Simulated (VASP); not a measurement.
# TaNb2O5 (C2/m) in VASP: single point with PBE

Aim: the single point of TaNb2O5 with PBE.

Everything below comes from runs of VASP 6.6.1. Logs are shortened: lines on timing, memory, paths and dates and some standing lists are left out, and cuts for length are marked.

### Step 1. The cell of the first run

Symmetry: C2/m, No. 12, monoclinic system. Conventional cell: a = 9.128 Å, b = 4.191 Å, c = 6.647 Å, α = 90.00°, β = 132.40°, γ = 90.00°. Within 2.6 Å of Ta (site symmetry 2/m) lie 6 O at 1.97 to 2.15 Å. Nb (site symmetry m) has 6 O at 2.06 to 2.25 Å and 1 Nb at 2.72 Å within 2.8 Å. O (site symmetry 2/m) has 2 Ta at 2.10 Å and 2 Nb at 2.23 Å and 12 O at 2.88 to 3.16 Å within 3.2 Å. Within 3.2 Å of O (site symmetry m) lie 3 Nb at 2.10 to 2.25 Å and 1 Ta at 2.15 Å and 12 O at 2.83 to 3.16 Å. Within 2.6 Å of O (site symmetry m) lie 1 Ta at 1.97 Å and 2 Nb at 2.06 to 2.12 Å.

### Step 2. Single point, PBE (atoms taken out)

File INCAR:

```
PREC = Accurate
ENCUT = 520
EDIFF = 1E-6
ISMEAR = 0
SIGMA = 0.1
LREAL = False
LASPH = True
NELM = 80
ALGO = Normal
ISIF = 2
LWAVE = False
LCHARG = False
GGA = PE
NBANDS = 44
```

File KPOINTS:

```
Automatic mesh
0
Gamma
  10 10 6
```

File POSCAR:

```
TaNb2O5
1.0
    4.5640872315     -2.0953325405      0.0149053925
    4.5640872315      2.0953325405      0.0149053925
   -4.4982434365      0.0000000000      4.8931817309
Ta Nb O
1 2 5
Direct
    0.0000000000      0.0000000000      0.0000000000
    0.1879222732      0.1879222732      0.5985948121
    0.8120777268      0.8120777268      0.4014051879
    0.5000000000      0.5000000000      0.0000000000
    0.6981972993      0.6981972993      0.6136447829
    0.3018027007      0.3018027007      0.3863552171
    0.9063868256      0.9063868256      0.1945421732
    0.0936131744      0.0936131744      0.8054578268
```

Potentials or basis: VASP PAW PBE potentials, release 64 (Ta_pv, Nb_sv, O).

Started as:

```sh
cat potpaw_PBE.64/Ta_pv/POTCAR potpaw_PBE.64/Nb_sv/POTCAR potpaw_PBE.64/O/POTCAR > POTCAR
mpirun -np 1 vasp_std > vasp.out
```

OUTCAR:

```text
PREC = Accurate
   ENCUT = 520
   EDIFF = 1E-6
   ISMEAR = 0
   LREAL = False
   LASPH = True
   NELM = 80
   ISIF = 2
   GGA = PE

 ion  position               nearest neighbor table
   1  0.000  0.000  0.000-   7 1.97   8 1.97   4 2.10   4 2.10   5 2.15   6 2.15   2 3.06   3 3.06
                             2 3.06   3 3.06   2 3.09   3 3.09
   2  0.188  0.188  0.599-   8 2.06   5 2.10   5 2.10   7 2.12   4 2.23   6 2.25   3 2.72   1 3.06
                             1 3.06   1 3.09
   3  0.812  0.812  0.401-   7 2.06   6 2.10   6 2.10   8 2.12   4 2.23   5 2.25   2 2.72   1 3.06
                             1 3.06   1 3.09
   4  0.500  0.500  0.000-   1 2.10   1 2.10   2 2.23   3 2.23
   5  0.698  0.698  0.614-   2 2.10   2 2.10   1 2.15   3 2.25
   6  0.302  0.302  0.386-   3 2.10   3 2.10   1 2.15   2 2.25
   7  0.906  0.906  0.195-   1 1.97   3 2.06   2 2.12
   8  0.094  0.094  0.805-   1 1.97   2 2.06   3 2.12

  LATTYP: Found a base centered monoclinic cell.
 ALAT       =     9.1282231409
 B/A-ratio  =     0.4590888080
 C/A-ratio  =     0.7281383978
 COS(beta)  =    -0.6743647571

  Lattice vectors:

 A1 = (   4.5640872315,  -2.0953325405,   0.0149053925)
 A2 = (   4.5640872315,   2.0953325405,   0.0149053925)
 A3 = (  -4.4982434365,   0.0000000000,   4.8931817309)

Analysis of symmetry for initial positions (statically):
=====================================================================
 Subroutine PRICEL returns:
 Original cell was already a primitive cell.

 Routine SETGRP: Setting up the symmetry group for a
 base centered monoclinic supercell.

 Subroutine GETGRP returns: Found  4 space group operations
 (whereof  4 operations were pure point group operations)
 out of a pool of  4 trial point group operations.

The static configuration has the point symmetry C_2h.

Analysis of symmetry for dynamics (positions and initial velocities):
=====================================================================
 Subroutine PRICEL returns:
 Original cell was already a primitive cell.

 Routine SETGRP: Setting up the symmetry group for a
 base centered monoclinic supercell.

 Subroutine GETGRP returns: Found  4 space group operations
 (whereof  4 operations were pure point group operations)
 out of a pool of  4 trial point group operations.

The dynamic configuration has the point symmetry C_2h.

 Subroutine INISYM returns: Found  4 space group operations
 (whereof  4 operations are pure point group operations),
 and found     1 'primitive' translations

----------------------------------------------------------------------------------------

                                     Primitive cell

  volume of cell :      93.8707

  direct lattice vectors                    reciprocal lattice vectors
     4.564087232 -2.095332540  0.014905392     0.109223019 -0.238625607  0.100407415
     4.564087232  2.095332540  0.014905392     0.109223019  0.238625607  0.100407415
    -4.498243437  0.000000000  4.893181731    -0.000665421  0.000000000  0.203754291

  length of vectors
     5.022104428  5.022104428  6.646609772     0.280986650  0.280986650  0.203755378

  position of ions in fractional coordinates (direct lattice)
     0.000000000  0.000000000  0.000000000
     0.187922273  0.187922273  0.598594812
     0.812077727  0.812077727  0.401405188
     0.500000000  0.500000000  0.000000000
     0.698197299  0.698197299  0.613644783
     0.301802701  0.301802701  0.386355217
     0.906386826  0.906386826  0.194542173
     0.093613174  0.093613174  0.805457827

  ion indices of the primitive-cell ions
   primitive index   ion index
                 1           1
                 2           2
                 3           3
                 4           4
                 5           5
                 6           6
                 7           7
                 8           8

----------------------------------------------------------------------------------------

 KPOINTS: Automatic mesh

Automatic generation of k-mesh.
 Grid dimensions read from file:
 generate k-points for:   10   10    6

 Generating k-lattice:

  Cartesian coordinates                     Fractional coordinates (reciprocal lattice)
     0.010922302 -0.023862561  0.010040742     0.100000000 -0.000000000  0.000000000
     0.010922302  0.023862561  0.010040742    -0.000000000  0.100000000  0.000000000
    -0.000110903  0.000000000  0.033959049    -0.000000000 -0.000000000  0.166666667

  Length of vectors
     0.028098665  0.028098665  0.033959230

  Shift w.r.t. Gamma in fractional coordinates (k-lattice)
     0.000000000  0.000000000  0.000000000

 Subroutine IBZKPT returns following result:
 ===========================================

 Found    172 irreducible k-points:

 Following reciprocal coordinates:
            Coordinates               Weight
  0.000000  0.000000  0.000000      1.000000
  0.100000  0.000000  0.000000      4.000000
  0.200000  0.000000  0.000000      4.000000
  0.300000  0.000000  0.000000      4.000000
  0.400000  0.000000  0.000000      4.000000
  0.500000  0.000000  0.000000      2.000000
[... 16 lines left out ...]
  0.300000  0.300000  0.000000      2.000000
  0.400000  0.300000  0.000000      4.000000
 [... further k-points ...]
   k-points           NKPTS =    172   k-points in BZ     NKDIM =    172   number of bands    NBANDS=     44
   number of dos      NEDOS =    301   number of ions     NIONS =      8
   total plane-waves  NPLWV =  80000
   dimension x,y,z NGX =    40 NGY =   40 NGZ =   50
   dimension x,y,z NGXF=    80 NGYF=   80 NGZF=  100
   ions per type =               1   2   5
   NGX,Y,Z   is equivalent  to a cutoff of  13.24, 13.24, 12.51 a.u.
   NGXF,Y,Z  is equivalent  to a cutoff of  26.48, 26.48, 25.01 a.u.
 SYSTEM =  unknown system
   PREC   = accura    normal or accurate (medium, high low for compatibility)
   ISTART =      0    job   : 0-new  1-cont  2-samecut
   ICHARG =      2    charge: 1-file 2-atom 10-const
   ISPIN  =      1    spin polarized calculation?
   LNONCOLLINEAR =      F non collinear calculations
   LSORBIT =      F    spin-orbit coupling
   LASPH  =      T    aspherical Exc in radial PAW
   ENCUT  =  520.0 eV  38.22 Ry    6.18 a.u.   9.34  9.34 12.36*2*pi/ulx,y,z
   NELM   =     80;   NELMIN=  2; NELMDL= -5     # of ELM steps
   EDIFF  = 0.1E-05   stopping-criterion for ELM
   LREAL  =      F    real-space projection
   EDIFFG = 0.1E-04   stopping-criterion for IOM
   NSW    =      0    number of steps for IOM
   IBRION =     -1    ionic relax: 0-MD 1-quasi-New 2-CG
   NFREE  =      0    steps in history (QN), initial steepest desc. (CG)
   ISIF   =      2    stress and relaxation
   ISYM   =      2    0-nonsym 1-usesym 2-fastsym
   POTIM  = 0.5000    time-step for ionic-motion
   TEBEG  =    0.0;   TEEND  =   0.0 temperature during run
   PSTRESS=    0.0 pullay stress
   NELECT =      67.0000    total number of electrons
   NUPDOWN=      -1.0000    fix difference up-down
   EMIN   =  10.00;   EMAX   =-10.00  energy-range for DOS
   EFERMI =   0.00;   METHOD = LEGACY
   ISMEAR =     0;   SIGMA  =   0.10  broadening in eV -4-tet -1-fermi 0-gaus
   EFERMI_NEDOS =   21; number of points for ismear=-14 and -15
   IALGO  =     38    algorithm
   IMIX   =      4    mixing-type and parameters
     AMIX     =   0.40;   BMIX     =  1.00
     AMIX_MAG =   1.60;   BMIX_MAG =  1.00
  volume/ion in A,a.u.               =      11.73        79.18
  Fermi-wavevector in a.u.,A,eV,Ry     =   1.463041  2.764746 29.123106  2.140488
  Thomas-Fermi vector in A             =   2.579183
   LORBIT       =      0    0 simple, 1 ext, 2 COOP (PROOUT), +10 PAW based schemes
   GGA     = PE    functional components
   LHFCALC =     F    Hartree Fock is set to
   AEXX    =    0.0000 exact exchange contribution
   IVDW    =     0    specifies the selected vdW correction
   LEPSILON=     F    determine dielectric tensor
   LRPA    =     F    only Hartree local field effects (RPA)
 non-spin polarized calculation
 Gauss-broadening in eV      SIGMA  =   0.10
  energy-cutoff  :      520.00
  volume of cell :       93.87
 maximum number of plane-waves:      2543
 NGX is ok and might be reduce to    40
   NGX = 19   NGY = 19   NGZ = 25

 number of electron      67.0000002 magnetization

 Free energy of the ion-electron system (eV)
  ---------------------------------------------------
  ext. energy  EPLUGINS =         0.00000000
  ---------------------------------------------------
  free energy    TOTEN  =       -75.80033414 eV

  energy without entropy =      -75.79121928  energy(sigma->0) =      -75.79577671

 E-fermi :   8.2933     XC(G=0): -11.6952

 val. band max:        8.2790361702   @ k =   0.5000   0.1000   0.1667
 cond. band min:       8.2933597281   @ k =  -0.1000  -0.3000   0.3333
 fundamental gap:      0.0143235579
 Fermi energy:         8.2933426951

 k-point     1 :       0.0000    0.0000    0.0000
  band No.  band energies     occupation
      1     -48.0288      2.00000
      2     -47.8830      2.00000
      3     -28.4598      2.00000
      4     -28.2752      2.00000
      5     -28.2486      2.00000
      6     -24.5283      2.00000
[... 36 lines left out ...]
     43      11.3461      0.00000
     44      11.6628      0.00000

 k-point     2 :       0.1000    0.0000    0.0000
  band No.  band energies     occupation
      1     -48.0266      2.00000
      2     -47.8850      2.00000
      3     -28.4596      2.00000
      4     -28.2817      2.00000
      5     -28.2491      2.00000
      6     -24.5272      2.00000
[... 36 lines left out ...]
     43      11.4406      0.00000
     44      11.9636      0.00000

 k-point     3 :       0.2000    0.0000    0.0000
  band No.  band energies     occupation
      1     -48.0204      2.00000
      2     -47.8906      2.00000
      3     -28.4591      2.00000
      4     -28.2983      2.00000
      5     -28.2502      2.00000
      6     -24.5269      2.00000
[... 976 lines left out ...]
     43      11.5671      0.00000
     44      11.8362      0.00000

 k-point    24 :       0.4000    0.3000    0.0000
  band No.  band energies     occupation
      1     -47.9935      2.00000
      2     -47.9188      2.00000
      3     -28.4576      2.00000
      4     -28.2833      2.00000
      5     -28.2482      2.00000
      6     -24.4689      2.00000
[... 36 lines left out ...]
     43      11.6486      0.00000
     44      11.9792      0.00000

 [... further k-points ...]

------------------------ aborting loop because EDIFF is reached ----------------------------------------

  FORCE on cell =-STRESS in cart. coord.  units (eV):
  Direction    XX          YY          ZZ          XY          YZ          ZX
  --------------------------------------------------------------------------------------
  -------------------------------------------------------------------------------------
  Total        0.1175440     -0.0911035      0.0864549      0.0000000      0.0000000     -0.0356367
  in kB        2.0062311     -1.5549464      1.4756051      0.0000000      0.0000000     -0.6082440
  external PRESSURE =       0.6422966 kB  Pullay stress =       0.0000000 kB

 VOLUME and BASIS-vectors are now :
 -----------------------------------------------------------------------------
  energy-cutoff  :      520.00
  volume of cell :       93.87
      direct lattice vectors                 reciprocal lattice vectors
     4.564087232 -2.095332540  0.014905392     0.109223019 -0.238625607  0.100407415
     4.564087232  2.095332540  0.014905392     0.109223019  0.238625607  0.100407415
    -4.498243437  0.000000000  4.893181731    -0.000665421  0.000000000  0.203754291

 POSITION                                       TOTAL-FORCE (eV/Angst)
 -----------------------------------------------------------------------------------
      0.00000      0.00000      0.00000        -0.000000     -0.000000      0.000000
     -0.97724      0.00000      2.93464        -0.022083     -0.000000      0.022639
      5.60717      0.00000      1.98836         0.022083     -0.000000     -0.022639
      4.56409      0.00000      0.01491        -0.000000      0.000000      0.000000
      3.61294      0.00000      3.02349        -0.007635     -0.000000     -0.036209
      1.01699      0.00000      1.89950         0.007635     -0.000000      0.036209
      7.39856      0.00000      0.97895        -0.081073     -0.000000      0.054446
     -2.76863      0.00000      3.94404         0.081073     -0.000000     -0.054446
 -----------------------------------------------------------------------------------
    total drift:                               -0.000000      0.000000      0.000000

  FREE ENERGIE OF THE ION-ELECTRON SYSTEM (eV)
  ---------------------------------------------------
  free  energy   TOTEN  =       -75.8003341415 eV

  energy  without entropy=      -75.7912192790  energy(sigma->0) =      -75.79577671
```

Wall time 22 min (1 thread of Intel Xeon Platinum 8488C (Sapphire Rapids), shared host); peak memory 0.7 GiB.

Results:

* Free energy: -75.8003 eV
* Pressure: 0.1 GPa
* Largest force: 0.098 eV/Å
* Band gap on the k mesh: zero (an odd number of electrons rules out a gap without spin polarisation)

Forces in eV/Å, atoms in the order of the input:
```
Ta   0.000  0.000  0.000
Nb  -0.022  0.000  0.023
Nb   0.022  0.000 -0.023
O    0.000  0.000  0.000
O   -0.008  0.000 -0.036
O    0.008  0.000  0.036
O   -0.081  0.000  0.054
O    0.081  0.000 -0.054
```

Caveat: the cell differs from its parent crystal (atoms taken out); spin-orbit coupling is left out, which moves the levels of the heavy elements; an odd number of electrons without spin polarisation forces a metal; a magnetic or distorted state may lie lower.
